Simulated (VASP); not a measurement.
# Pt (Cmcm) in VASP: further runs

The runs below take Pt through single point, with PBE.

All numbers are computed with VASP 6.6.1; they aren't measurements. Logs are shortened: lines on timing, memory, paths and dates and some standing lists are left out, and cuts for length are marked.

**1. The cell of the first run**

Symmetry: Cmcm, No. 63, orthorhombic system. The conventional cell has a = 3.916 Å, b = 3.916 Å, c = 3.916 Å, α = 90.00°, β = 90.00°, γ = 90.00°. Within 3.2 Å of Pt (site symmetry m2m) lie 12 Pt at 2.43 to 3.16 Å.

**2. Single point, PBE (atoms displaced along a vibrational mode)**

The input, INCAR:

```
SYSTEM = Pt
ALGO = Fast ; EDIFF = 1E-6
ENCUT = 520 ; GGA = PE
ISIF = 2 ; ISMEAR = 0
LASPH = .TRUE. ; LCHARG = .FALSE.
LREAL = .FALSE. ; LWAVE = .FALSE.
NBANDS = 17 ; NELM = 60
PREC = Accurate ; SIGMA = 0.15
```

The input, KPOINTS:

```
k-points
0
G
  18 18 12
  0 0 0
```

The input, POSCAR:

```
Pt
1.0
    0.0000000000     -1.9579000000     -1.9579000000
    0.0000000000      1.9579000000     -1.9579000000
    3.9158000000      0.0000000000      0.0000000000
Pt
2
Direct
    0.5670361101      0.5670361101      0.5000000000
   -0.0670361101     -0.0670361101      0.0000000000
```

Potentials or basis: VASP PAW PBE potentials, release 64 (Pt).

Started as:

```bash
> cat potpaw_PBE.64/Pt/POTCAR > POTCAR
> mpirun -np 1 vasp_std > vasp.out
```

OUTCAR:

```text
SYSTEM = Pt
   EDIFF = 1E-6
   ENCUT = 520
   GGA = PE
   ISIF = 2
   ISMEAR = 0
   LASPH = .TRUE.
   LREAL = .FALSE.
   NELM = 60
   PREC = Accurate

 ion  position               nearest neighbor table
   1  0.567  0.567  0.500-   2 2.43   2 2.43   2 2.82   2 2.82   2 2.82   2 2.82   2 3.16   2 3.16

   2  0.933  0.933  0.000-   1 2.43   1 2.43   1 2.82   1 2.82   1 2.82   1 2.82   1 3.16   1 3.16

  LATTYP: Found a simple tetragonal cell.
 ALAT       =     2.7688887338
 C/A-ratio  =     1.4142135624

  Lattice vectors:

 A1 = (   0.0000000000,  -1.9579000000,  -1.9579000000)
 A2 = (   0.0000000000,   1.9579000000,  -1.9579000000)
 A3 = (   3.9158000000,   0.0000000000,   0.0000000000)

Analysis of symmetry for initial positions (statically):
=====================================================================
 Subroutine PRICEL returns:
 Original cell was already a primitive cell.

 Routine SETGRP: Setting up the symmetry group for a
 simple tetragonal supercell.

 Subroutine GETGRP returns: Found  8 space group operations
 (whereof  4 operations were pure point group operations)
 out of a pool of 16 trial point group operations.

The static configuration has the point symmetry C_2v.
 The point group associated with its full space group is D_2h.

Analysis of symmetry for dynamics (positions and initial velocities):
=====================================================================
 Subroutine PRICEL returns:
 Original cell was already a primitive cell.

 Routine SETGRP: Setting up the symmetry group for a
 simple tetragonal supercell.

 Subroutine GETGRP returns: Found  8 space group operations
 (whereof  4 operations were pure point group operations)
 out of a pool of 16 trial point group operations.

The dynamic configuration has the point symmetry C_2v.
 The point group associated with its full space group is D_2h.

 Subroutine INISYM returns: Found  8 space group operations
 (whereof  4 operations are pure point group operations),
 and found     1 'primitive' translations

----------------------------------------------------------------------------------------

                                     Primitive cell

  volume of cell :      30.0214

  direct lattice vectors                    reciprocal lattice vectors
     0.000000000 -1.957900000 -1.957900000     0.000000000 -0.255375658 -0.255375658
     0.000000000  1.957900000 -1.957900000     0.000000000  0.255375658 -0.255375658
     3.915800000  0.000000000  0.000000000     0.255375658  0.000000000  0.000000000

  length of vectors
     2.768888734  2.768888734  3.915800000     0.361155718  0.361155718  0.255375658

  position of ions in fractional coordinates (direct lattice)
     0.567036110  0.567036110  0.500000000
     0.932963890  0.932963890  0.000000000

  ion indices of the primitive-cell ions
   primitive index   ion index
                 1           1
                 2           2

----------------------------------------------------------------------------------------

 KPOINTS: k-points

Automatic generation of k-mesh.
 Grid dimensions read from file:
 generate k-points for:   18   18   12

 Generating k-lattice:

  Cartesian coordinates                     Fractional coordinates (reciprocal lattice)
     0.000000000 -0.014187537 -0.014187537     0.055555556  0.000000000  0.000000000
     0.000000000  0.014187537 -0.014187537     0.000000000  0.055555556  0.000000000
     0.021281305  0.000000000  0.000000000     0.000000000  0.000000000  0.083333333

  Length of vectors
     0.020064207  0.020064207  0.021281305

  Shift w.r.t. Gamma in fractional coordinates (k-lattice)
     0.000000000  0.000000000  0.000000000

 Subroutine IBZKPT returns following result:
 ===========================================

 Found    637 irreducible k-points:

 Following reciprocal coordinates:
            Coordinates               Weight
  0.000000  0.000000  0.000000      1.000000
  0.055556  0.000000  0.000000      4.000000
  0.111111  0.000000  0.000000      4.000000
  0.166667  0.000000  0.000000      4.000000
  0.222222  0.000000  0.000000      4.000000
  0.277778  0.000000  0.000000      4.000000
[... 16 lines left out ...]
  0.388889  0.055556  0.000000      4.000000
 -0.055556  0.388889  0.000000      4.000000
 [... further k-points ...]
   k-points           NKPTS =    637   k-points in BZ     NKDIM =    637   number of bands    NBANDS=     17
   number of dos      NEDOS =    301   number of ions     NIONS =      2
   total plane-waves  NPLWV =  17280
   dimension x,y,z NGX =    24 NGY =   24 NGZ =   30
   dimension x,y,z NGXF=    48 NGYF=   48 NGZF=   60
   ions per type =               2
   NGX,Y,Z   is equivalent  to a cutoff of  14.41, 14.41, 12.74 a.u.
   NGXF,Y,Z  is equivalent  to a cutoff of  28.82, 28.82, 25.47 a.u.
 SYSTEM =  Pt
   PREC   = accura    normal or accurate (medium, high low for compatibility)
   ISTART =      0    job   : 0-new  1-cont  2-samecut
   ICHARG =      2    charge: 1-file 2-atom 10-const
   ISPIN  =      1    spin polarized calculation?
   LNONCOLLINEAR =      F non collinear calculations
   LSORBIT =      F    spin-orbit coupling
   LASPH  =      T    aspherical Exc in radial PAW
   ENCUT  =  520.0 eV  38.22 Ry    6.18 a.u.   5.15  5.15  7.28*2*pi/ulx,y,z
   NELM   =     60;   NELMIN=  2; NELMDL= -5     # of ELM steps
   EDIFF  = 0.1E-05   stopping-criterion for ELM
   LREAL  =      F    real-space projection
   EDIFFG = 0.1E-04   stopping-criterion for IOM
   NSW    =      0    number of steps for IOM
   IBRION =     -1    ionic relax: 0-MD 1-quasi-New 2-CG
   NFREE  =      0    steps in history (QN), initial steepest desc. (CG)
   ISIF   =      2    stress and relaxation
   ISYM   =      2    0-nonsym 1-usesym 2-fastsym
   POTIM  = 0.5000    time-step for ionic-motion
   TEBEG  =    0.0;   TEEND  =   0.0 temperature during run
   PSTRESS=    0.0 pullay stress
   NELECT =      20.0000    total number of electrons
   NUPDOWN=      -1.0000    fix difference up-down
   EMIN   =  10.00;   EMAX   =-10.00  energy-range for DOS
   EFERMI =   0.00;   METHOD = LEGACY
   ISMEAR =     0;   SIGMA  =   0.15  broadening in eV -4-tet -1-fermi 0-gaus
   EFERMI_NEDOS =   21; number of points for ismear=-14 and -15
   IALGO  =     68    algorithm
   IMIX   =      4    mixing-type and parameters
     AMIX     =   0.40;   BMIX     =  1.00
     AMIX_MAG =   1.60;   BMIX_MAG =  1.00
  volume/ion in A,a.u.               =      15.01       101.30
  Fermi-wavevector in a.u.,A,eV,Ry     =   1.429797  2.701924 27.814648  2.044319
  Thomas-Fermi vector in A             =   2.549712
   LORBIT       =      0    0 simple, 1 ext, 2 COOP (PROOUT), +10 PAW based schemes
   GGA     = PE    functional components
   LHFCALC =     F    Hartree Fock is set to
   AEXX    =    0.0000 exact exchange contribution
   IVDW    =     0    specifies the selected vdW correction
   LEPSILON=     F    determine dielectric tensor
   LRPA    =     F    only Hartree local field effects (RPA)
 non-spin polarized calculation
 RMM-DIIS sequential band-by-band and
 Gauss-broadening in eV      SIGMA  =   0.15
  energy-cutoff  :      520.00
  volume of cell :       30.02
 maximum number of plane-waves:       830
 NGX is ok and might be reduce to    24
   NGX = 11   NGY = 11   NGZ = 15

 number of electron      20.0000000 magnetization

 Free energy of the ion-electron system (eV)
  ---------------------------------------------------
  ext. energy  EPLUGINS =         0.00000000
  ---------------------------------------------------
  free energy    TOTEN  =       -11.29630041 eV

  energy without entropy =      -11.26160098  energy(sigma->0) =      -11.27895070

 E-fermi :  11.4361     XC(G=0): -13.4649

 val. band max:       11.4338901608   @ k =   0.4444   0.4444   0.2500
 cond. band min:      11.4383996542   @ k =   0.1667   0.1111   0.4167
 fundamental gap:      0.0045094934
 Fermi energy:        11.4361014287

 k-point     1 :       0.0000    0.0000    0.0000
  band No.  band energies     occupation
      1       1.1163      2.00000
      2       4.2067      2.00000
      3       5.0093      2.00000
      4       6.9778      2.00000
      5       7.0406      2.00000
      6       8.2958      2.00000
[... 9 lines left out ...]
     16      28.1975      0.00000
     17      29.7232      0.00000

 k-point     2 :       0.0556    0.0000    0.0000
  band No.  band energies     occupation
      1       1.1981      2.00000
      2       4.2613      2.00000
      3       5.0578      2.00000
      4       7.0222      2.00000
      5       7.0236      2.00000
      6       8.2474      2.00000
[... 9 lines left out ...]
     16      28.2659      0.00000
     17      29.6546      0.00000

 k-point     3 :       0.1111    0.0000    0.0000
  band No.  band energies     occupation
      1       1.4387      2.00000
      2       4.4079      2.00000
      3       5.2093      2.00000
      4       6.9610      2.00000
      5       7.1502      2.00000
      6       8.1059      2.00000
[... 9 lines left out ...]
     16      28.4498      0.00000
     17      29.3041      0.00000

 k-point     4 :       0.1667    0.0000    0.0000
  band No.  band energies     occupation
      1       1.8231      2.00000
      2       4.6039      2.00000
      3       5.4719      2.00000
      4       6.8448      2.00000
      5       7.3156      2.00000
      6       7.8750      2.00000
[... 9 lines left out ...]
     16      28.6878      0.00000
     17      28.7401      0.00000
[... 343 lines left out ...]
      1       3.5831      2.00000
      2       5.2328      2.00000
      3       6.0439      2.00000
      4       6.4783      2.00000
      5       7.0104      2.00000
      6       7.3551      2.00000
[... 9 lines left out ...]
     16      27.8492      0.00000
     17      28.3408      0.00000

 k-point    23 :       0.3889    0.0556    0.0000
  band No.  band energies     occupation
      1       4.1906      2.00000
      2       5.4242      2.00000
      3       6.0153      2.00000
      4       6.6275      2.00000
      5       6.6668      2.00000
      6       7.2103      2.00000
[... 9 lines left out ...]
     16      27.6357      0.00000
     17      27.7924      0.00000

 k-point    24 :      -0.0556    0.3889    0.0000
  band No.  band energies     occupation
      1       4.1570      2.00000
      2       5.3897      2.00000
      3       5.8762      2.00000
      4       6.6205      2.00000
      5       6.7645      2.00000
      6       7.2337      2.00000
[... 9 lines left out ...]
     16      27.0726      0.00000
     17      27.6292      0.00000

 [... further k-points ...]
[... 5 lines left out ...]
  --------------------------------------------------------------------------------------
  -------------------------------------------------------------------------------------
  Total        9.4134248      2.0244007      5.5464471      0.0000000      0.0000000      0.0000000
  in kB      502.3735067    108.0377574    296.0015218      0.0000000      0.0000000      0.0000000
  external PRESSURE =     302.1375953 kB  Pullay stress =       0.0000000 kB

 VOLUME and BASIS-vectors are now :
 -----------------------------------------------------------------------------
  energy-cutoff  :      520.00
  volume of cell :       30.02
      direct lattice vectors                 reciprocal lattice vectors
     0.000000000 -1.957900000 -1.957900000     0.000000000 -0.255375658 -0.255375658
     0.000000000  1.957900000 -1.957900000     0.000000000  0.255375658 -0.255375658
     3.915800000  0.000000000  0.000000000     0.255375658  0.000000000  0.000000000

 POSITION                                       TOTAL-FORCE (eV/Angst)
 -----------------------------------------------------------------------------------
      1.95790      0.00000     -2.22040         0.000000      0.000000      3.418794
      0.00000      0.00000     -3.65330         0.000000      0.000000     -3.418794
 -----------------------------------------------------------------------------------
    total drift:                               -0.000000     -0.000000     -0.000000

  FREE ENERGIE OF THE ION-ELECTRON SYSTEM (eV)
  ---------------------------------------------------
  free  energy   TOTEN  =       -11.2963004139 eV

  energy  without entropy=      -11.2616009770  energy(sigma->0) =      -11.27895070
```

Wall time 4.8 min (1 thread of Intel Xeon Platinum 8259CL at 2.50GHz (Skylake/Cascade Lake), shared host); peak memory 0.37 GiB.

Results:

| Item | Value |
| --- | --- |
| Free energy | -11.2963 eV |
| Pressure | 30.2 GPa |
| Largest force | 3.419 eV/Å |
| Band gap on the k mesh | zero (bands 10 and 11 overlap by 1.33 eV) |

Forces in eV/Å, atoms in the order of the input:
```
Pt   0.000  0.000  3.419
Pt   0.000  0.000 -3.419
```

Caveat: the cell differs from its parent crystal (atoms displaced along a vibrational mode); the cell stands under pressure; spin-orbit coupling is left out, which moves the levels of the heavy elements; forces of over 1 eV/Å act on the atoms, so gaps and moduli don't describe the material at rest.

**3. Single point, PBE (atoms displaced along a vibrational mode)**

The input, INCAR:

```
  ALGO = Fast
  EDIFF = 1E-7
  ENCUT = 520
  GGA = PE
  ISIF = 2
  ISMEAR = 0
  LASPH = T
  LCHARG = F
  LREAL = F
  LWAVE = F
  NBANDS = 17
  NELM = 100
  PREC = Accurate
  SIGMA = 0.15
```

The input, KPOINTS:

```
k-points
0
Gamma
  18 18 12
```

The input, POSCAR:

```
Pt
1.0
    0.0000000000     -1.9579000000     -1.9579000000
    0.0000000000      1.9579000000     -1.9579000000
    3.9158000000      0.0000000000      0.0000000000
Pt
2
Direct
    0.5478829358      0.5478829358      0.5000000000
   -0.0478829358     -0.0478829358      0.0000000000
```

Potentials or basis: VASP PAW PBE potentials, release 64 (Pt).

Started as:

```bash
> cat potpaw_PBE.64/Pt/POTCAR > POTCAR
> mpirun -np 1 vasp_std > vasp.out
```

Wall time 4.3 min (1 thread of Intel Xeon 8259CL, shared host); peak memory 0.37 GiB.

The run converged. Its results:

```yaml
Free_energy: -11.7276 eV
Pressure: 20.9 GPa
Largest_force: 2.365 eV/Å
Band_gap_on_the_k_mesh: zero (bands 10 and 11 overlap by 1.26 eV)
```

Forces on the atoms (eV/Å):
```
Pt   0.000  0.000  2.365
Pt   0.000  0.000 -2.365
```

Stress tensor (GPa, compression positive):
```
30.60  0.00  0.00
 0.00 10.63  0.00
 0.00  0.00 21.58
```

Levels at points of the mesh, in eV from the Fermi level:
```csv
k point,band 8,band 9,band 10,band 11,band 12,band 13
"(0.00, 0.00, 0.00)",-1.28,-0.31,-0.25,0.53,1.81,8.88
"(0.50, 0.00, 0.00)",-2.28,-1.95,-0.69,1.24,2.49,9.58
"(0.50, 0.50, 0.00)",0.29,0.48,0.66,1.77,3.12,7.99
"(0.00, 0.00, 0.50)",-1.86,-1.66,-1.66,-0.47,-0.47,15.04
"(0.50, 0.00, 0.50)",-0.87,-0.38,-0.38,0.54,0.54,5.72
"(0.50, 0.50, 0.50)",-1.47,0.48,0.48,6.21,6.21,8.34
```

Caveat: the cell differs from its parent crystal (atoms displaced along a vibrational mode); the cell stands under pressure; spin-orbit coupling is left out, which moves the levels of the heavy elements; forces of over 1 eV/Å act on the atoms, so gaps and moduli don't describe the material at rest.

**4. Single point, PBE (atoms displaced along a vibrational mode)**

The input, INCAR:

```
PREC = Accurate
ENCUT = 520
EDIFF = 1E-6
ISMEAR = 0
SIGMA = 0.15
LREAL = F
LASPH = T
NELM = 100
ALGO = Fast
ISIF = 2
LWAVE = F
LCHARG = F
GGA = PE
NBANDS = 17
```

The input, KPOINTS:

```
regular mesh
0
Gamma
  18 18 12
```

The input, POSCAR:

```
Pt
1.0
    0.0000000000     -1.9579000000     -1.9579000000
    0.0000000000      1.9579000000     -1.9579000000
    3.9158000000      0.0000000000      0.0000000000
Pt
2
Direct
    0.5287297615      0.5287297615      0.5000000000
   -0.0287297615     -0.0287297615      0.0000000000
```

Started as:

```bash
> cat potpaw_PBE.64/Pt/POTCAR > POTCAR
> mpirun -np 1 vasp_std > vasp.out
```

It took 3.7 min on 1 thread of Intel Xeon 8259CL, shared host; peak memory 0.37 GiB.

Results (log left out):

```
Free energy            : -12.0134 eV
Pressure               : 14.6 GPa
Largest force          : 1.441 eV/Å
Band gap on the k mesh : zero (bands 10 and 11 overlap by 1.36 eV)
```

Forces in eV/Å, atoms in the order of the input:
```
Pt   0.000  0.000  1.441
Pt   0.000  0.000 -1.441
```

Stress tensor (GPa, compression positive):
```
18.01  0.00  0.00
 0.00 10.66  0.00
 0.00  0.00 15.26
```

Levels at points of the mesh, in eV from the Fermi level:
| k point | band 8 | band 9 | band 10 | band 11 | band 12 | band 13 |
| --- | --- | --- | --- | --- | --- | --- |
| (0.00, 0.00, 0.00) | -1.51 | -0.10 | 0.19 | 0.52 | 1.78 | 8.90 |
| (0.50, 0.00, 0.00) | -2.30 | -2.23 | -1.08 | 1.49 | 2.26 | 10.06 |
| (0.50, 0.50, 0.00) | 0.42 | 0.48 | 0.56 | 1.77 | 2.38 | 8.54 |
| (0.00, 0.00, 0.50) | -2.02 | -1.96 | -1.96 | -0.70 | -0.70 | 16.05 |
| (0.50, 0.00, 0.50) | -0.68 | -0.14 | -0.14 | 0.26 | 0.26 | 5.82 |
| (0.50, 0.50, 0.50) | -1.82 | 0.49 | 0.49 | 6.73 | 6.73 | 8.32 |

Caveat: the cell differs from its parent crystal (atoms displaced along a vibrational mode); the cell stands under pressure; spin-orbit coupling is left out, which moves the levels of the heavy elements; forces of over 1 eV/Å act on the atoms, so gaps and moduli don't describe the material at rest.

**5. The runs side by side**

```tsv
cell	further INCAR settings	gap on the mesh (eV)	pressure (GPa)	largest force (eV/Å)
as given, atomic positions A	ALGO = Fast; EDIFF = 1e-06; NBANDS = 17	none	30.2	3.42
as given, atomic positions B	ALGO = Fast; EDIFF = 1e-07; NBANDS = 17	none	20.9	2.36
as given, atomic positions C	ALGO = Fast; EDIFF = 1e-06; NBANDS = 17	none	14.6	1.44
```

Alike in all rows: task single point; level PBE; potentials or basis VASP PAW PBE potentials, release 64 (Pt); no spin polarisation; k mesh 18 × 18 × 12; cutoff (eV) 520; smearing gaussian 0.15 eV.

Caveats: the cell stands under pressure; spin-orbit coupling is left out, which moves the levels of the heavy elements; forces of over 1 eV/Å act on the atoms, so gaps and moduli don't describe the material at rest.

Absolute energies hang on the potentials; compare differences alone.
